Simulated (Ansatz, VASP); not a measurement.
## Mg in VASP and in Ansatz

The input INCAR:

```
SYSTEM = Mg
PREC = Accurate ; ENCUT = 520
EDIFF = 1E-8 ; ISMEAR = -1
SIGMA = 0.05 ; LREAL = .FALSE.
LASPH = .TRUE. ; NELM = 100
ALGO = Normal ; ISIF = 2
LWAVE = .FALSE. ; LCHARG = .FALSE.
GGA = PS ; LEFG = .TRUE.
NBANDS = 7
```

Contents of KPOINTS:

```
Automatic mesh
0
G
  15 15 15
  0 0 0
```

Contents of POSCAR:

```
Mg
1.0
   -1.8359916300      1.8359916300      1.6794040200
    1.8359916300     -1.8359916300      1.6794040200
    1.8359916300      1.8359916300     -1.6794040200
Mg
1
Direct
    0.0000000000      0.0000000000      0.0000000000
```

Input for Ansatz:

```yaml
crystal:
  lattice:
    - [-1.83599163, 1.83599163, 1.67940402]
    - [1.83599163, -1.83599163, 1.67940402]
    - [1.83599163, 1.83599163, -1.67940402]
  atoms:
    - { symbol: Mg, position: [0.0, 0.0, 0.0] }
kpoints:
  mp_grid: { grid: [15, 15, 15] }
  band_path:
    path:
      - [0.0, 0.0, 0.0]
      - [0.0, 0.0, 0.5]
      - [-0.5, 0.5, 0.5]
      - [0.0, 0.0, 0.0]
      - [0.4591746214, 0.4591746214, -0.4591746214]
      - [-0.4591746214, 0.5408253786, 0.4591746214]
      - [-0.5, 0.5, 0.5]
      - [0.0, 0.0, 0.5]
      - [0.25, 0.25, 0.25]
    npoints: 8
scf:
  occupations: { method: fermi_dirac, width: 0.05 }
hamiltonian:
  xc: pbesol
  pseudopotentials: { kind: all_electron, datasets: crystal }
output:
  forces: true
  stress: true
  eigenvalues: true
  efg: { contact_densities: true }
```

Alike in both runs: task electric field gradients; functional PBEsol; k mesh 15 × 15 × 15; occupations fermi-dirac, width 0.05 eV; no spin polarisation.

|  | VASP | Ansatz |
| --- | --- | --- |
| version | VASP 6.6.1 | Ansatz 0.2.0 |
| potentials or method | VASP PAW PBE potentials, release 64 (Mg), cutoff 520 eV | all-electron PAW with datasets made for the crystal, scalar-relativistic |

```tsv
	VASP	Ansatz	Ansatz less VASP
pressure (GPa)	-0.2	-0.2	+0.03
traceless stress, the component that is largest in VASP (GPa)	0.25	0.24	-0.004
size of Vzz on the site where it differs most (V/Å²)	2.3	2.6	+0.29
```

VASP's potentials were made for PBE, not for PBEsol. Ansatz ran all-electron here, and VASP with PAW potentials.
